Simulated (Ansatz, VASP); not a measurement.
## Be3ZnSe: VASP beside Ansatz

```
Be Zn Se
1.0
     3.79682    0.00000    0.00000
     0.00000    5.76177    0.00000
     0.00000    0.00000    6.44579
Be Zn Se
6 2 2
Direct
  0.00000 0.19770 0.41256
  0.00000 0.80230 0.41256
  0.50000 0.30230 0.58744
  0.50000 0.69770 0.58744
  0.50000 0.00000 0.39818
  0.00000 0.50000 0.60182
  0.00000 0.00000 0.09291
  0.50000 0.50000 0.90709
  0.50000 0.00000 0.84612
  0.00000 0.50000 0.15388
```

Alike in both runs: functional PBE; k mesh 8 × 6 × 6; occupations gaussian, width 0.1 eV; no spin polarisation.

Ansatz relaxed the structure, and its values are those at the end. VASP's run is a single point on that final structure, the one shown.

|  | VASP | Ansatz |
| --- | --- | --- |
| version | VASP 6.6.1 | Ansatz 0.2.0 |
| potentials or method | VASP PAW PBE potentials, release 64 (Be, Zn, Se), cutoff 520 eV | scalar-relativistic, plane waves, PAW |
| valence electrons in the cell | 48 | 68 |

|  | VASP | Ansatz | Ansatz less VASP |
| --- | --- | --- | --- |
| gap on the k mesh at the Fermi level (eV) | none | none | - |
| pressure (GPa) | 0.2 | 0.0 | -0.17 |
| rms of the force components (eV/Å) | 0.008 | 0.002 | -0.0060 |

A gap of «none» marks a metal or a gap that the smearing closes. VASP's potentials hold 48 valence electrons a cell and Ansatz's 68, so a difference there can come from the potentials and not from the codes.
